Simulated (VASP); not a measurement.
# BP (I-4m2) in VASP: notebook

Runs on BP. Level: r2SCAN. Tasks: single point.

All numbers are computed with VASP 6.6.1; they aren't measurements. Logs are shortened: lines on timing, memory, paths and dates and some standing lists are left out, and cuts for length are marked.

### Step 1. The cell of the first run

Symmetry: I-4m2, No. 119, tetragonal system. Conventional cell: a = 3.486 Å, b = 3.486 Å, c = 3.845 Å, α = 90.00°, β = 90.00°, γ = 90.00°. Within 2.6 Å of B (site symmetry -4m2) lie 4 P at 1.99 Å. Within 2.6 Å of P (site symmetry -4m2) lie 4 B at 1.99 Å.

### Step 2. Single point, r2SCAN

POSCAR reads:

```
BP
1.0
    0.0000000000      2.4649207550      1.9226381889
    2.4649207550      0.0000000000      1.9226381889
    2.4649207550      2.4649207550      0.0000000000
B P
1 1
Direct
    0.0000000000      0.0000000000      0.0000000000
    0.7500000000      0.7500000000      0.7500000000
```

INCAR.step1 reads:

```
PREC     = Accurate       # precision mode
ENCUT    = 520            # plane-wave cutoff, eV
ISMEAR   = 0              # smearing method
SIGMA    = 0.05           # smearing width, eV
LREAL    = False          # projectors in reciprocal space
LASPH    = True           # aspherical terms in the spheres
NELM     = 100            # most SCF steps
NBANDS   = 11             # bands
GGA      = PE             # functional
ALGO     = Normal         # electronic algorithm
EDIFF    = 1E-4           # SCF threshold, eV
LWAVE    = True           # write WAVECAR
LCHARG   = False          # write CHGCAR
```

INCAR.step2 reads:

```
PREC     = Accurate       # precision mode
ENCUT    = 520            # plane-wave cutoff, eV
EDIFF    = 1E-7           # SCF threshold, eV
ISMEAR   = 0              # smearing method
SIGMA    = 0.05           # smearing width, eV
LREAL    = False          # projectors in reciprocal space
LASPH    = True           # aspherical terms in the spheres
NELM     = 100            # most SCF steps
ALGO     = Normal         # electronic algorithm
ISIF     = 2              # what is computed and relaxed
LWAVE    = False          # write WAVECAR
LCHARG   = True           # write CHGCAR
METAGGA  = R2SCAN         # meta-GGA
LMIXTAU  = True         
LELF     = True           # ELF
LVHAR    = True         
NBANDS   = 11             # bands
ISTART   = 1
```

KPOINTS reads:

```
regular mesh
0
Gamma
  8 8 8
```

Potentials or basis: VASP PAW PBE potentials, release 64 (B, P).

Run with:

```sh
$ cat potpaw_PBE.64/B/POTCAR potpaw_PBE.64/P/POTCAR > POTCAR
$ cp INCAR.step1 INCAR
$ mpirun -np 1 vasp_std > vasp.out
$ cp INCAR.step2 INCAR
$ mpirun -np 1 vasp_std > vasp.out
```

OUTCAR:

```text
PREC = Accurate
   ENCUT = 520
   EDIFF = 1E-7
   ISMEAR = 0
   LREAL = False
   LASPH = True
   NELM = 100
   ISIF = 2
   METAGGA = R2SCAN
   ISTART = 1

 ion  position               nearest neighbor table
   1  0.000  0.000  0.000-   2 1.99   2 1.99   2 1.99   2 1.99
   2  0.750  0.750  0.750-   1 1.99   1 1.99   1 1.99   1 1.99

  LATTYP: Found a body centered tetragonal cell.
 ALAT       =     3.4859243619
 C/A-ratio  =     1.1030865787

  Lattice vectors:

 A1 = (   0.0000000000,  -2.4649207550,  -1.9226381889)
 A2 = (   0.0000000000,   2.4649207550,  -1.9226381889)
 A3 = (   2.4649207550,   0.0000000000,   1.9226381889)

Analysis of symmetry for initial positions (statically):
=====================================================================
 Subroutine PRICEL returns:
 Original cell was already a primitive cell.

 Routine SETGRP: Setting up the symmetry group for a
 body centered tetragonal supercell.

 Subroutine GETGRP returns: Found  8 space group operations
 (whereof  8 operations were pure point group operations)
 out of a pool of 16 trial point group operations.

The static configuration has the point symmetry D_2d.

Analysis of symmetry for dynamics (positions and initial velocities):
=====================================================================
 Subroutine PRICEL returns:
 Original cell was already a primitive cell.

 Routine SETGRP: Setting up the symmetry group for a
 body centered tetragonal supercell.

 Subroutine GETGRP returns: Found  8 space group operations
 (whereof  8 operations were pure point group operations)
 out of a pool of 16 trial point group operations.

The dynamic configuration has the point symmetry D_2d.

 Subroutine INISYM returns: Found  8 space group operations
 (whereof  8 operations are pure point group operations),
 and found     1 'primitive' translations

----------------------------------------------------------------------------------------

                                     Primitive cell

  volume of cell :      23.3633

  direct lattice vectors                    reciprocal lattice vectors
     0.000000000  2.464920755  1.922638189    -0.202846278  0.202846278  0.260059330
     2.464920755  0.000000000  1.922638189     0.202846278 -0.202846278  0.260059330
     2.464920755  2.464920755  0.000000000     0.202846278  0.202846278 -0.260059330

  length of vectors
     3.126079323  3.126079323  3.485924362     0.387200310  0.387200310  0.387200310

  position of ions in fractional coordinates (direct lattice)
     0.000000000  0.000000000  0.000000000
     0.750000000  0.750000000  0.750000000

  ion indices of the primitive-cell ions
   primitive index   ion index
                 1           1
                 2           2

----------------------------------------------------------------------------------------

 KPOINTS: regular mesh

Automatic generation of k-mesh.
 Grid dimensions read from file:
 generate k-points for:    8    8    8

 Generating k-lattice:

  Cartesian coordinates                     Fractional coordinates (reciprocal lattice)
    -0.025355785  0.025355785  0.032507416     0.125000000 -0.000000000  0.000000000
     0.025355785 -0.025355785  0.032507416    -0.000000000  0.125000000  0.000000000
     0.025355785  0.025355785 -0.032507416     0.000000000  0.000000000  0.125000000

  Length of vectors
     0.048400039  0.048400039  0.048400039

  Shift w.r.t. Gamma in fractional coordinates (k-lattice)
     0.000000000  0.000000000  0.000000000

 Subroutine IBZKPT returns following result:
 ===========================================

 Found     59 irreducible k-points:

 Following reciprocal coordinates:
            Coordinates               Weight
  0.000000  0.000000  0.000000      1.000000
  0.125000  0.000000  0.000000      8.000000
  0.250000  0.000000  0.000000      8.000000
  0.375000  0.000000  0.000000      8.000000
  0.500000  0.000000  0.000000      4.000000
  0.125000  0.125000  0.000000      2.000000
[... 16 lines left out ...]
  0.250000  0.000000  0.125000     16.000000
  0.375000 -0.000000  0.125000     16.000000
 [... further k-points ...]
   k-points           NKPTS =     59   k-points in BZ     NKDIM =     59   number of bands    NBANDS=     11
   number of dos      NEDOS =    301   number of ions     NIONS =      2
   total plane-waves  NPLWV =  16128
   dimension x,y,z NGX =    24 NGY =   24 NGZ =   28
   dimension x,y,z NGXF=    48 NGYF=   48 NGZF=   56
   ions per type =               1   1
   NGX,Y,Z   is equivalent  to a cutoff of  12.76, 12.76, 13.35 a.u.
   NGXF,Y,Z  is equivalent  to a cutoff of  25.53, 25.53, 26.71 a.u.
 SYSTEM =  unknown system
   PREC   = accura    normal or accurate (medium, high low for compatibility)
   ISTART =      1    job   : 0-new  1-cont  2-samecut
   ICHARG =      0    charge: 1-file 2-atom 10-const
   ISPIN  =      1    spin polarized calculation?
   LNONCOLLINEAR =      F non collinear calculations
   LSORBIT =      F    spin-orbit coupling
   LASPH  =      T    aspherical Exc in radial PAW
   ENCUT  =  520.0 eV  38.22 Ry    6.18 a.u.   5.81  5.81  6.48*2*pi/ulx,y,z
   NELM   =    100;   NELMIN=  2; NELMDL=  0     # of ELM steps
   EDIFF  = 0.1E-06   stopping-criterion for ELM
   LREAL  =      F    real-space projection
   EDIFFG = 0.1E-05   stopping-criterion for IOM
   NSW    =      0    number of steps for IOM
   IBRION =     -1    ionic relax: 0-MD 1-quasi-New 2-CG
   NFREE  =      0    steps in history (QN), initial steepest desc. (CG)
   ISIF   =      2    stress and relaxation
   ISYM   =      2    0-nonsym 1-usesym 2-fastsym
   POTIM  = 0.5000    time-step for ionic-motion
   TEBEG  =    0.0;   TEEND  =   0.0 temperature during run
   PSTRESS=    0.0 pullay stress
   NELECT =       8.0000    total number of electrons
   NUPDOWN=      -1.0000    fix difference up-down
   EMIN   =  10.00;   EMAX   =-10.00  energy-range for DOS
   EFERMI =   0.00;   METHOD = LEGACY
   ISMEAR =     0;   SIGMA  =   0.05  broadening in eV -4-tet -1-fermi 0-gaus
   EFERMI_NEDOS =   21; number of points for ismear=-14 and -15
   IALGO  =     38    algorithm
   IMIX   =      4    mixing-type and parameters
     AMIX     =   0.40;   BMIX     =  1.00
     AMIX_MAG =   1.60;   BMIX_MAG =  1.00
  volume/ion in A,a.u.               =      11.68        78.83
  Fermi-wavevector in a.u.,A,eV,Ry     =   1.145320  2.164342 17.847562  1.311759
  Thomas-Fermi vector in A             =   2.282009
   LORBIT       =      0    0 simple, 1 ext, 2 COOP (PROOUT), +10 PAW based schemes
   METAGGA = R2SCAN    functional components
   LHFCALC =     F    Hartree Fock is set to
   AEXX    =    0.0000 exact exchange contribution
   IVDW    =     0    specifies the selected vdW correction
   LEPSILON=     F    determine dielectric tensor
   LRPA    =     F    only Hartree local field effects (RPA)
 non-spin polarized calculation
 Gauss-broadening in eV      SIGMA  =   0.05
  energy-cutoff  :      520.00
  volume of cell :       23.36
 maximum number of plane-waves:       643
   NGX = 11   NGY = 11   NGZ = 13

 number of electron       8.0000000 magnetization

 Free energy of the ion-electron system (eV)
  ---------------------------------------------------
  ext. energy  EPLUGINS =         0.00000000
  ---------------------------------------------------
  free energy    TOTEN  =       -16.66540856 eV

  energy without entropy =      -16.66512701  energy(sigma->0) =      -16.66526779

 E-fermi :   7.5567     XC(G=0): -11.5676

 val. band max:        7.4907812036   @ k =  -0.1250  -0.0000   0.1250
 cond. band min:       7.5748474922   @ k =   0.1250   0.0000   0.1250
 fundamental gap:      0.0840662886
 Fermi energy:         7.5567371818

 k-point     1 :       0.0000    0.0000    0.0000
  band No.  band energies     occupation
      1      -8.8036      2.00000
      2       6.8124      2.00000
      3       6.8124      2.00000
      4       8.8634      0.00000
      5      10.4421      0.00000
      6      12.0569      0.00000
      7      12.0569      0.00000
      8      14.8088      0.00000
      9      16.9981      0.00000
     10      19.9311      0.00000
     11      21.0318      0.00000

 k-point     2 :       0.1250    0.0000    0.0000
  band No.  band energies     occupation
      1      -8.4979      2.00000
      2       5.4560      2.00000
      3       6.2497      2.00000
      4       8.0472      0.00000
      5      10.5149      0.00000
      6      12.3526      0.00000
      7      12.7205      0.00000
      8      15.7547      0.00000
      9      17.0879      0.00000
     10      19.3097      0.00000
     11      21.1996      0.00000

 k-point     3 :       0.2500    0.0000    0.0000
  band No.  band energies     occupation
      1      -7.6005      2.00000
      2       2.5195      2.00000
      3       5.2669      2.00000
      4       7.3279      2.00000
      5      10.2321      0.00000
      6      12.1331      0.00000
      7      13.7177      0.00000
      8      17.6536      0.00000
      9      18.8378      0.00000
     10      18.9734      0.00000
     11      23.0347      0.00000

 k-point     4 :       0.3750    0.0000    0.0000
  band No.  band energies     occupation
      1      -6.2222      2.00000
      2      -0.3579      2.00000
      3       4.5406      2.00000
      4       6.9020      2.00000
      5       9.7682      0.00000
      6      11.5746      0.00000
      7      14.9276      0.00000
      8      18.6655      0.00000
      9      20.0024      0.00000
     10      22.0778      0.00000
     11      23.6319      0.00000
[... 239 lines left out ...]
 k-point    22 :       0.1250    0.0000    0.1250
  band No.  band energies     occupation
      1      -8.4644      2.00000
      2       5.4323      2.00000
      3       6.1504      2.00000
      4       7.5748      0.60849
      5      11.3573      0.00000
      6      11.5990      0.00000
      7      13.9456      0.00000
      8      15.1414      0.00000
      9      16.5857      0.00000
     10      19.5105      0.00000
     11      21.0790      0.00000

 k-point    23 :       0.2500    0.0000    0.1250
  band No.  band energies     occupation
      1      -7.8279      2.00000
      2       3.5221      2.00000
      3       5.1610      2.00000
      4       6.6072      2.00000
      5      11.4942      0.00000
      6      12.0548      0.00000
      7      14.7831      0.00000
      8      15.2594      0.00000
      9      17.8850      0.00000
     10      19.8584      0.00000
     11      22.1970      0.00000

 k-point    24 :       0.3750   -0.0000    0.1250
  band No.  band energies     occupation
      1      -6.6426      2.00000
      2       0.8742      2.00000
      3       3.9869      2.00000
      4       6.0627      2.00000
      5      11.0747      0.00000
      6      12.1905      0.00000
      7      15.4162      0.00000
      8      17.1872      0.00000
      9      19.0701      0.00000
     10      21.3775      0.00000
     11      23.0587      0.00000

 [... further k-points ...]
[... 5 lines left out ...]
  --------------------------------------------------------------------------------------
  -------------------------------------------------------------------------------------
  Total       -2.4886914     -2.4886914      3.8455160      0.0000000     -0.0000000      0.0000000
  in kB     -170.6664434   -170.6664434    263.7131120      0.0000000     -0.0000000      0.0000000
  external PRESSURE =     -25.8732583 kB  Pullay stress =       0.0000000 kB

 VOLUME and BASIS-vectors are now :
 -----------------------------------------------------------------------------
  energy-cutoff  :      520.00
  volume of cell :       23.36
      direct lattice vectors                 reciprocal lattice vectors
     0.000000000  2.464920755  1.922638189    -0.202846278  0.202846278  0.260059330
     2.464920755  0.000000000  1.922638189     0.202846278 -0.202846278  0.260059330
     2.464920755  2.464920755  0.000000000     0.202846278  0.202846278 -0.260059330

 POSITION                                       TOTAL-FORCE (eV/Angst)
 -----------------------------------------------------------------------------------
      0.00000      0.00000      0.00000        -0.000000     -0.000000      0.000000
      3.69738      3.69738      2.88396         0.000000      0.000000     -0.000000
 -----------------------------------------------------------------------------------
    total drift:                                0.000011      0.000011      0.000016

  FREE ENERGIE OF THE ION-ELECTRON SYSTEM (eV)
  ---------------------------------------------------
  free  energy   TOTEN  =       -16.6654085630 eV

  energy  without entropy=      -16.6651270148  energy(sigma->0) =      -16.66526779
```

Wall time 42 s (1 thread of Intel Xeon Platinum 8259CL at 2.50GHz (Skylake/Cascade Lake), shared host); peak memory 0.15 GiB.

What came out:

```yaml
Free_energy: -16.6654 eV
Pressure: -2.6 GPa
Band_gap_on_the_k_mesh: zero (band 4 reaches 8.86 eV, above the bottom of band 5 at 6.74 eV)
```

Stress tensor (GPa, compression positive):
```
-17.07   0.00   0.00
  0.00 -17.07   0.00
  0.00   0.00  26.37
```

Caveat: the PAW data sets were made with another functional, which shifts forces and pressure a little.

[end of part 1 of 2]
